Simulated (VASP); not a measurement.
# TiSi12N16 (a cell with a defect) in VASP: further runs

Runs on TiSi12N16 (a cell with a defect). Level: PBE. Tasks: single point.

Everything below comes from runs of VASP 6.6.1. Logs are shortened: lines on timing, memory, paths and dates and some standing lists are left out, and cuts for length are marked.

## Step 1: The cell of the first run

The cell holds a defect, 29 atoms: a = 7.663 Å, b = 7.663 Å, c = 5.852 Å, α = 90.00°, β = 90.00°, γ = 120.00°.

## Step 2: Single point, PBE

The input, INCAR:

```
SYSTEM = TiSi12N16
PREC = Accurate
ENCUT = 520
EDIFF = 1E-7
ISMEAR = -1
SIGMA = 0.01
LREAL = Auto
LASPH = .TRUE.
NELM = 60
ALGO = Normal
ISIF = 2
LWAVE = .FALSE.
LCHARG = .TRUE.
GGA = PE
LELF = .TRUE.
LVHAR = .TRUE.
NBANDS = 90
```

The input, KPOINTS:

```
Automatic mesh
0
Gamma
  1 1 1
  0.25 0.25 0.25
```

The input, POSCAR:

```
TiSi12N16
1.0
    7.6633883341      0.0000000029      0.0000000000
   -3.8316941696      6.6366889750      0.0000000000
    0.0000000000      0.0000000000      5.8522780000
Si N Ti
12 16 1
Direct
    0.2321389708      0.8224569000      0.3768739329
    0.4021833257      0.2296253149      0.1291755523
    0.8273796520      0.5960856102      0.1274008513
    0.1748218474      0.4076681600      0.3774673867
    0.5906100396      0.7666664849      0.3743788803
    0.7676510537      0.1708015684      0.1275686100
    0.2299889758      0.8259887941      0.8710503822
    0.4068889124      0.2300223684      0.6243101637
    0.8227119743      0.5889283524      0.6211557392
    0.1705429022      0.4010927081      0.8713098755
    0.5958485846      0.7672351187      0.8694885363
    0.7654530176      0.1742744352      0.6218015220
    0.3325491671      0.6650677267      0.3723862159
    0.6649543603      0.3316421936      0.1269915535
    0.9705282085      0.6627147522      0.3775077058
    0.2867098566      0.9652800741      0.1268386746
    0.6748204765      0.7074041436      0.1245742914
    0.3313797814      0.3028802975      0.3806635040
    0.0323652308      0.3229791667      0.1266328137
    0.6913685127      0.0264328651      0.3769273497
    0.3328895948      0.6652928065      0.8716694450
    0.6649495203      0.3315646733      0.6262590460
    0.9652890509      0.6735429607      0.8718627368
    0.3063091825      0.9703050963      0.6216945792
    0.6660286107      0.6935663598      0.6178395006
    0.3225173180      0.2890832251      0.8742405113
    0.0271463895      0.3337437698      0.6213066600
    0.7108302855      0.0315149563      0.8718389594
   -0.0014607079     -0.0019333576     -0.0007949036
```

Potentials or basis: VASP PAW PBE potentials, release 64 (Si, N, Ti_sv).

Launch:

```sh
$ cat potpaw_PBE.64/Si/POTCAR potpaw_PBE.64/N/POTCAR potpaw_PBE.64/Ti_sv/POTCAR > POTCAR
$ mpirun -np 1 vasp_std > vasp.out
```

OUTCAR:

```text
SYSTEM = TiSi12N16
   PREC = Accurate
   ENCUT = 520
   EDIFF = 1E-7
   ISMEAR = -1
   LREAL = Auto
   LASPH = .TRUE.
   NELM = 60
   ISIF = 2
   GGA = PE

 ion  position               nearest neighbor table
   1  0.232  0.822  0.377-  13 1.73  24 1.74  16 1.75  15 1.75   7 2.89   7 2.96   4 2.98   5 2.98
                             3 3.06   8 3.08   2 3.08   9 3.08
   2  0.402  0.230  0.129-  18 1.76  26 1.76  14 1.76  16 1.76  29 2.79   8 2.90   8 2.95   6 3.05
                             3 3.06   4 3.06   1 3.08  10 3.08   7 3.08
   3  0.827  0.596  0.127-  15 1.75  23 1.75  17 1.76  14 1.77  29 2.78   9 2.89   9 2.96   6 3.06
                             2 3.06   1 3.06   7 3.07   5 3.08  11 3.08
   4  0.175  0.408  0.377-  13 1.72  27 1.73  18 1.75  19 1.75  10 2.89  10 2.96   1 2.98   5 2.99
                             2 3.06  12 3.08   6 3.08   8 3.09
   5  0.591  0.767  0.374-  13 1.73  25 1.73  20 1.74  17 1.75  11 2.90  11 2.96   1 2.98   4 2.99
                             6 3.05   3 3.08  12 3.08   9 3.09
   6  0.768  0.171  0.128-  20 1.75  28 1.76  14 1.76  19 1.76  29 2.79  12 2.89  12 2.96   2 3.05
                             5 3.05   3 3.06  10 3.07   4 3.08  11 3.08
   7  0.230  0.826  0.871-  24 1.75  16 1.76  21 1.76  23 1.76  29 2.79   1 2.89   1 2.96   8 3.05
                            11 3.05  10 3.05   3 3.07   2 3.08   9 3.08
   8  0.407  0.230  0.624-  22 1.73  18 1.73  24 1.74  26 1.75   2 2.90   2 2.95  12 2.98   9 2.99
                             7 3.05   1 3.08  10 3.08   4 3.09
   9  0.823  0.589  0.621-  22 1.72  15 1.73  25 1.75  23 1.75   3 2.89   3 2.96  12 2.98   8 2.99
[... 8 lines left out ...]
  14  0.665  0.332  0.127-   2 1.76   6 1.76   3 1.77
  15  0.971  0.663  0.378-   9 1.73   3 1.75   1 1.75
  16  0.287  0.965  0.127-   1 1.75   2 1.76   7 1.76
  17  0.675  0.707  0.125-   5 1.75  11 1.76   3 1.76
  18  0.331  0.303  0.381-   8 1.73   4 1.75   2 1.76
[... 8 lines left out ...]
  27  0.027  0.334  0.621-   4 1.73  10 1.75  12 1.75
  28  0.711  0.032  0.872-  12 1.75  11 1.76   6 1.76
  29  0.999  0.998  0.999-   3 2.78  10 2.79  11 2.79   7 2.79   6 2.79   2 2.79

  LATTYP: Found a hexagonal cell.
 ALAT       =     7.6633883341
 C/A-ratio  =     0.7636671593

  Lattice vectors:

 A1 = (   7.6633883341,   0.0000000029,   0.0000000000)
 A2 = (  -3.8316941696,   6.6366889750,   0.0000000000)
 A3 = (   0.0000000000,   0.0000000000,   5.8522780000)

Analysis of symmetry for initial positions (statically):
=====================================================================
 Subroutine PRICEL returns:
 Original cell was already a primitive cell.

 Routine SETGRP: Setting up the symmetry group for a
 hexagonal supercell.

 Subroutine GETGRP returns: Found  1 space group operations
 (whereof  1 operations were pure point group operations)
 out of a pool of 24 trial point group operations.

The static configuration has the point symmetry C_1 .

Analysis of symmetry for dynamics (positions and initial velocities):
=====================================================================
 Subroutine PRICEL returns:
 Original cell was already a primitive cell.

 Routine SETGRP: Setting up the symmetry group for a
 hexagonal supercell.

 Subroutine GETGRP returns: Found  1 space group operations
 (whereof  1 operations were pure point group operations)
 out of a pool of 24 trial point group operations.

The dynamic configuration has the point symmetry C_1 .

 Subroutine INISYM returns: Found  1 space group operations
 (whereof  1 operations are pure point group operations),
 and found     1 'primitive' translations

----------------------------------------------------------------------------------------

                                     Primitive cell

  volume of cell :     297.6441

  direct lattice vectors                    reciprocal lattice vectors
     7.663388334  0.000000003  0.000000000     0.130490581  0.075338772  0.000000000
    -3.831694170  6.636688975  0.000000000    -0.000000000  0.150677545  0.000000000
     0.000000000  0.000000000  5.852278000     0.000000000  0.000000000  0.170873632

  length of vectors
     7.663388334  7.663388334  5.852278000     0.150677545  0.150677545  0.170873632

  position of ions in fractional coordinates (direct lattice)
     0.232138971  0.822456900  0.376873933
     0.402183326  0.229625315  0.129175552
     0.827379652  0.596085610  0.127400851
     0.174821847  0.407668160  0.377467387
     0.590610040  0.766666485  0.374378880
     0.767651054  0.170801568  0.127568610
[... 21 lines left out ...]
     0.710830286  0.031514956  0.871838959
     0.998539292  0.998066642  0.999205096

  ion indices of the primitive-cell ions
   primitive index   ion index
                 1           1
                 2           2
                 3           3
                 4           4
                 5           5
                 6           6
[... 21 lines left out ...]
[... 44 lines left out ...]
   NGXF,Y,Z  is equivalent  to a cutoff of  26.03, 26.03, 27.27 a.u.
 SYSTEM =  TiSi12N16
   PREC   = accura    normal or accurate (medium, high low for compatibility)
   ISTART =      0    job   : 0-new  1-cont  2-samecut
   ICHARG =      2    charge: 1-file 2-atom 10-const
   ISPIN  =      1    spin polarized calculation?
   LNONCOLLINEAR =      F non collinear calculations
   LSORBIT =      F    spin-orbit coupling
   LASPH  =      T    aspherical Exc in radial PAW
   ENCUT  =  520.0 eV  38.22 Ry    6.18 a.u.  14.25 14.25 10.88*2*pi/ulx,y,z
   NELM   =     60;   NELMIN=  2; NELMDL= -5     # of ELM steps
   EDIFF  = 0.1E-06   stopping-criterion for ELM
   LREAL  =      T    real-space projection
   EDIFFG = 0.1E-05   stopping-criterion for IOM
   NSW    =      0    number of steps for IOM
   IBRION =     -1    ionic relax: 0-MD 1-quasi-New 2-CG
   NFREE  =      0    steps in history (QN), initial steepest desc. (CG)
   ISIF   =      2    stress and relaxation
   ISYM   =      2    0-nonsym 1-usesym 2-fastsym
   POTIM  = 0.5000    time-step for ionic-motion
   TEBEG  =    0.0;   TEEND  =   0.0 temperature during run
   PSTRESS=    0.0 pullay stress
   NELECT =     140.0000    total number of electrons
   NUPDOWN=      -1.0000    fix difference up-down
   EMIN   =  10.00;   EMAX   =-10.00  energy-range for DOS
   EFERMI =   0.00;   METHOD = LEGACY
   ISMEAR =    -1;   SIGMA  =   0.01  broadening in eV -4-tet -1-fermi 0-gaus
   EFERMI_NEDOS =   21; number of points for ismear=-14 and -15
   IALGO  =     38    algorithm
   IMIX   =      4    mixing-type and parameters
     AMIX     =   0.40;   BMIX     =  1.00
     AMIX_MAG =   1.60;   BMIX_MAG =  1.00
  volume/ion in A,a.u.               =      10.26        69.26
  Fermi-wavevector in a.u.,A,eV,Ry     =   1.273166  2.405935 22.054393  1.620952
  Thomas-Fermi vector in A             =   2.406005
   LORBIT       =      0    0 simple, 1 ext, 2 COOP (PROOUT), +10 PAW based schemes
   GGA     = PE    functional components
   LHFCALC =     F    Hartree Fock is set to
   AEXX    =    0.0000 exact exchange contribution
   IVDW    =     0    specifies the selected vdW correction
   LEPSILON=     F    determine dielectric tensor
   LRPA    =     F    only Hartree local field effects (RPA)
 non-spin polarized calculation
  energy-cutoff  :      520.00
  volume of cell :      297.64
 maximum number of plane-waves:      8005
 NGX is ok and might be reduce to    60
   NGX = 29   NGY = 29   NGZ = 21

 number of electron     139.9999995 magnetization

 Free energy of the ion-electron system (eV)
  ---------------------------------------------------
  ext. energy  EPLUGINS =         0.00000000
  ---------------------------------------------------
  free energy    TOTEN  =      -232.07196722 eV

  energy without entropy =     -232.07196721  energy(sigma->0) =     -232.07196721

 E-fermi :  10.9877     XC(G=0): -11.1141

 val. band max:       10.8027759548   @ k =  -0.2500   0.5000   0.2500
 cond. band min:      11.1751961485   @ k =   0.2500   0.5000   0.2500
 fundamental gap:      0.3724201938
 Fermi energy:        10.9877039032

 k-point     1 :       0.2500    0.2500    0.2500
  band No.  band energies     occupation
      1     -45.6170      2.00000
      2     -22.1651      2.00000
      3     -21.9838      2.00000
      4     -21.9686      2.00000
      5     -10.3509      2.00000
      6      -9.8901      2.00000
[... 499 lines left out ...]
     81      13.2282      0.00000
     82      13.2513      0.00000
 [bands above 82 left out]

------------------------ aborting loop because EDIFF is reached ----------------------------------------

  FORCE on cell =-STRESS in cart. coord.  units (eV):
  Direction    XX          YY          ZZ          XY          YZ          ZX
  --------------------------------------------------------------------------------------
  -------------------------------------------------------------------------------------
  Total        0.4971898      0.7030214     14.9197566     -0.1329801     -0.8182388     -0.0345356
  in kB        2.6763048      3.7842682     80.3110074     -0.7158136     -4.4044674     -0.1859002
  external PRESSURE =      28.9238601 kB  Pullay stress =       0.0000000 kB

 VOLUME and BASIS-vectors are now :
 -----------------------------------------------------------------------------
  energy-cutoff  :      520.00
  volume of cell :      297.64
      direct lattice vectors                 reciprocal lattice vectors
     7.663388334  0.000000003  0.000000000     0.130490581  0.075338772  0.000000000
    -3.831694170  6.636688975  0.000000000    -0.000000000  0.150677545  0.000000000
     0.000000000  0.000000000  5.852278000     0.000000000  0.000000000  0.170873632

 POSITION                                       TOTAL-FORCE (eV/Angst)
 -----------------------------------------------------------------------------------
     -1.37243      5.45839      2.20557        -0.103385     -0.050847     -0.023127
      2.20223      1.52395      0.75597        -0.145596     -0.004505      0.072361
      4.05651      3.95603      0.74559        -0.030546     -0.077538     -0.068586
     -0.22233      2.70557      2.20904         0.054851     -0.079257     -0.080437
      1.58844      5.08813      2.19097         0.046361     -0.157350      0.038711
      5.22835      1.13356      0.74657         0.124185      0.031678     -0.120263
[... 21 lines left out ...]
      5.32661      0.20915      5.10224        -0.128348      0.023921      0.004538
      3.82791      6.62386      5.84763         0.005504      0.002159      0.016494
 -----------------------------------------------------------------------------------
    total drift:                                0.003646     -0.000036      0.009329

  FREE ENERGIE OF THE ION-ELECTRON SYSTEM (eV)
  ---------------------------------------------------
  free  energy   TOTEN  =      -232.0719672158 eV

  energy  without entropy=     -232.0719672134  energy(sigma->0) =     -232.07196721
```

It took 5.1 min on 1 thread of Intel Xeon Platinum 8488C (Sapphire Rapids), shared host; peak memory 0.46 GiB.

Results:

```
Free energy            : -232.0720 eV
Pressure               : 2.9 GPa
Largest force          : 0.273 eV/Å
Band gap on the k mesh : 0.37 eV
```

Forces in eV/Å, atoms in the order of the input:
```
Si  -0.103 -0.051 -0.023
Si  -0.146 -0.005  0.072
Si  -0.031 -0.078 -0.069
Si   0.055 -0.079 -0.080
Si   0.046 -0.157  0.039
Si   0.124  0.032 -0.120
Si  -0.122 -0.033  0.117
Si  -0.048  0.154 -0.042
Si  -0.052  0.080  0.080
Si   0.030  0.064  0.068
Si   0.129  0.000 -0.077
Si   0.108  0.046  0.021
N   -0.013  0.084  0.018
N    0.080  0.051 -0.048
N    0.050  0.081  0.140
N    0.131 -0.026 -0.008
N    0.012  0.005  0.086
N    0.096 -0.026 -0.078
N   -0.106 -0.100  0.083
N    0.019  0.214  0.168
N   -0.076 -0.045  0.047
N    0.012 -0.081 -0.018
N    0.102  0.102 -0.081
N   -0.021 -0.215 -0.167
N   -0.095  0.030  0.082
N   -0.008  0.000 -0.090
N   -0.053 -0.075 -0.143
N   -0.128  0.024  0.005
Ti   0.006  0.002  0.016
```

Caveat: semilocal functionals underestimate gaps, and a narrow one can read as zero.

## Step 3: Single point, PBE

The input, INCAR:

```
SYSTEM = TiSi12N16
PREC = Accurate ; ENCUT = 520
EDIFF = 1E-7 ; ISMEAR = -1
SIGMA = 0.01 ; LREAL = Auto
LASPH = .TRUE. ; NELM = 100
ALGO = Normal ; ISIF = 2
LWAVE = .FALSE. ; LCHARG = .FALSE.
GGA = PE ; NBANDS = 90
```

KPOINTS is that of step 2.

The input, POSCAR:

```
TiSi12N16
1.0
    7.6633883300      0.0000000000      0.0000000000
   -3.8316941700      6.6366889800      0.0000000000
    0.0000000000      0.0000000000      5.8522780000
Si N Ti
12 16 1
Direct
    0.2305208160      0.8223971977      0.3726173811
    0.4080187961      0.2304530913      0.1263823009
    0.8214798481      0.5906984329      0.1261080453
    0.1778972176      0.4083453408      0.3735913992
    0.5912857116      0.7685102521      0.3733383544
    0.7687850276      0.1766683507      0.1271169050
    0.2305867925      0.8273267556      0.8768097785
    0.4024057656      0.2298506405      0.6216179800
    0.8268290201      0.5961877943      0.6214464816
    0.1724469194      0.4027046771      0.8782446102
    0.5972407544      0.7692154390      0.8781542943
    0.7688968389      0.1714148476      0.6228834738
    0.3333801815      0.6670869412      0.3759739017
    0.6659366186      0.3319813847      0.1237418244
    0.9687671625      0.6639211704      0.3697451602
    0.3022340863      0.9694317490      0.1286771954
    0.6629660068      0.6925408312      0.1297228771
    0.3361936081      0.3062063893      0.3701237021
    0.0305531115      0.3351896932      0.1299993013
    0.6969324532      0.0295159509      0.3709039540
    0.3333298682      0.6665820288      0.8741044390
    0.6661315660      0.3323306392      0.6255827570
    0.9658206357      0.6761625350      0.8769822653
    0.2907974477      0.9666441866      0.6215481114
    0.6760820267      0.7090034824      0.6225884205
    0.3231835874      0.2898663187      0.8770394009
    0.0335741588      0.3230209248      0.6226745472
    0.7083541380      0.0323667611      0.8783089057
   -0.0005527669     -0.0004609344     -0.2501753489
```

Potentials or basis: VASP PAW PBE potentials, release 64 (Si, N, Ti_sv).

Launch:

```sh
$ cat potpaw_PBE.64/Si/POTCAR potpaw_PBE.64/N/POTCAR potpaw_PBE.64/Ti_sv/POTCAR > POTCAR
$ mpirun -np 1 vasp_std > vasp.out
```

Wall time 5 min (1 thread of Intel Xeon Platinum 8488C (Sapphire Rapids), shared host); peak memory 0.46 GiB.

Results (log left out):

```yaml
Free_energy: -232.0770 eV
Pressure: 3.0 GPa
Largest_force: 0.230 eV/Å
Band_gap_on_the_k_mesh: 0.40 eV
```

Forces on the atoms (eV/Å):
```
Si  -0.070 -0.126 -0.037
Si  -0.005  0.062  0.007
Si   0.058 -0.085  0.020
Si  -0.058  0.089 -0.018
Si   0.000 -0.061 -0.012
Si   0.069  0.124  0.038
Si  -0.074 -0.086  0.061
Si   0.020  0.130 -0.026
Si   0.047 -0.049 -0.007
Si  -0.042  0.053  0.006
Si  -0.032 -0.134  0.029
Si   0.062  0.095 -0.062
N   -0.029 -0.054  0.009
N    0.032  0.050 -0.010
N    0.176  0.112  0.099
N    0.089  0.067 -0.035
N    0.021  0.049 -0.081
N   -0.021 -0.044  0.076
N   -0.172 -0.113 -0.099
N   -0.086 -0.068  0.037
N   -0.005 -0.002  0.052
N    0.013  0.001 -0.050
N    0.059  0.036 -0.068
N   -0.048 -0.107  0.065
N   -0.066  0.059  0.030
N    0.066 -0.057 -0.028
N   -0.056 -0.039  0.069
N    0.052  0.106 -0.068
Ti   0.000 -0.007  0.004
```

Stress tensor (GPa, compression positive):
```
 0.20 -0.20  0.02
-0.20  0.44  0.03
 0.02  0.03  8.43
```

Levels at points of the mesh, in eV from the valence-band top:
```csv
k point,band 68,band 69,band 70,band 71,band 72,band 73
"(0.25, 0.25, 0.25)",-4.05,-0.07,-0.01,0.53,1.28,1.52
```

Caveat: semilocal functionals underestimate gaps, and a narrow one can read as zero.

## Step 4: Single point, PBE

INCAR, as its differences from that of step 3:

```diff
@@ -4,3 +4,3 @@
 SIGMA = 0.01 ; LREAL = Auto
-LASPH = .TRUE. ; NELM = 100
+LASPH = .TRUE. ; NELM = 60
 ALGO = Normal ; ISIF = 2
```

KPOINTS is that of step 3.

The input, POSCAR:

```
TiSi12N16
1.0
    7.6633883300      0.0000000000      0.0000000000
   -3.8316941700      6.6366889800      0.0000000000
    0.0000000000      0.0000000000      5.8522780000
Si N Ti
12 16 1
Direct
    0.2321390275      0.8224569535      0.3768739284
    0.4021833378      0.2296253455      0.1291755108
    0.8273796915      0.5960856403      0.1274008173
    0.1748218645      0.4076681924      0.3774673725
    0.5906100929      0.7666664831      0.3743788316
    0.7676510945      0.1708015855      0.1275686152
    0.2299889459      0.8259888352      0.8710503841
    0.4068888697      0.2300223808      0.6243102259
    0.8227119501      0.5889283062      0.6211557277
    0.1705429493      0.4010927750      0.8713099412
    0.5958486269      0.7672351402      0.8694885991
    0.7654529505      0.1742744015      0.6218014592
    0.3325491573      0.6650677790      0.3723862742
    0.6649543501      0.3316421798      0.1269915749
    0.9705281932      0.6627147985      0.3775076987
    0.2867098927      0.9652801298      0.1268386430
    0.6748204510      0.7074041008      0.1245742256
    0.3313797199      0.3028802474      0.3806635638
    0.0323652176      0.3229791251      0.1266327403
    0.6913685693      0.0264329096      0.3769274119
    0.3328896052      0.6652927406      0.8716694593
    0.6649495536      0.3315647315      0.6262590396
    0.9652890123      0.6735429389      0.8718627174
    0.3063091936      0.9703050752      0.6216946632
    0.6660286328      0.6935663271      0.6178395832
    0.3225172912      0.2890831566      0.8742405949
    0.0271463848      0.3337438302      0.6213066092
    0.7108303091      0.0315149618      0.8718389660
   -0.0014607091     -0.0019333436     -0.0007949041
```

Launch:

```sh
$ cat potpaw_PBE.64/Si/POTCAR potpaw_PBE.64/N/POTCAR potpaw_PBE.64/Ti_sv/POTCAR > POTCAR
$ mpirun -np 1 vasp_std > vasp.out
```

It took 5 min on 1 thread of Intel Xeon Platinum 8488C (Sapphire Rapids), shared host; peak memory 0.46 GiB.

It converged, with:

```
Free energy            : -232.0720 eV
Pressure               : 2.9 GPa
Largest force          : 0.273 eV/Å
Band gap on the k mesh : 0.37 eV
```

Forces on the atoms (eV/Å):
```
Si  -0.103 -0.051 -0.023
Si  -0.146 -0.005  0.072
Si  -0.031 -0.078 -0.069
Si   0.055 -0.079 -0.080
Si   0.046 -0.157  0.039
Si   0.124  0.032 -0.120
Si  -0.122 -0.033  0.117
Si  -0.048  0.154 -0.042
Si  -0.052  0.080  0.080
Si   0.030  0.064  0.068
Si   0.129  0.000 -0.077
Si   0.108  0.046  0.021
N   -0.013  0.084  0.018
N    0.080  0.051 -0.048
N    0.050  0.081  0.140
N    0.131 -0.026 -0.008
N    0.012  0.005  0.086
N    0.096 -0.026 -0.078
N   -0.106 -0.100  0.083
N    0.019  0.214  0.168
N   -0.076 -0.045  0.047
N    0.012 -0.081 -0.018
N    0.102  0.102 -0.081
N   -0.021 -0.215 -0.167
N   -0.095  0.030  0.082
N   -0.008  0.000 -0.090
N   -0.053 -0.075 -0.143
N   -0.128  0.024  0.005
Ti   0.006  0.002  0.016
```

Stress tensor (GPa, compression positive):
```
 0.27 -0.07 -0.02
-0.07  0.38 -0.44
-0.02 -0.44  8.03
```

Levels at points of the mesh, in eV from the valence-band top:
```
           k point  band 67  band 68  band 69  band 70  band 71  band 72  band 73  band 74
(0.25, 0.25, 0.25)    -4.26    -4.10    -0.20    -0.06     0.38     1.23     1.54     1.63
```

Caveat: semilocal functionals underestimate gaps, and a narrow one can read as zero.
